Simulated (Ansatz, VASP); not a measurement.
# One calculation of PbSe, two programs

```xyz
2
Lattice="0.0731 3.1075 3.1075 3.1075 0.0731 3.1075 3.1075 3.1075 0.0731" Properties=species:S:1:pos:R:3 pbc="T T T"
Pb    0.0000    0.0000    0.0000
Se    3.1440    3.1440    3.1440
```

Change from the starting cell: epitaxial_111 strain -1.8%.

Alike in both runs: task single point; functional PBE; k mesh 8 × 8 × 8; occupations fermi-dirac, width 0.02 eV; no spin polarisation.

```csv
,VASP,Ansatz
version,VASP 6.6.1,Ansatz 0.2.0
potentials or method,"VASP PAW PBE potentials, release 64 (Pb_d, Se)","plane waves, PAW"
plane-wave cutoff (eV),520,420
valence electrons in the cell,20,30
```

```csv
,VASP,Ansatz,Ansatz less VASP
pressure (GPa),1.8,1.9,+0.02
"traceless stress, the component that is largest in VASP (GPa)",-0.42,-0.42,+0.001
```

VASP's potentials hold 20 valence electrons a cell and Ansatz's 30, so a difference there can come from the potentials and not from the codes.

Neither program's run includes spin-orbit coupling.
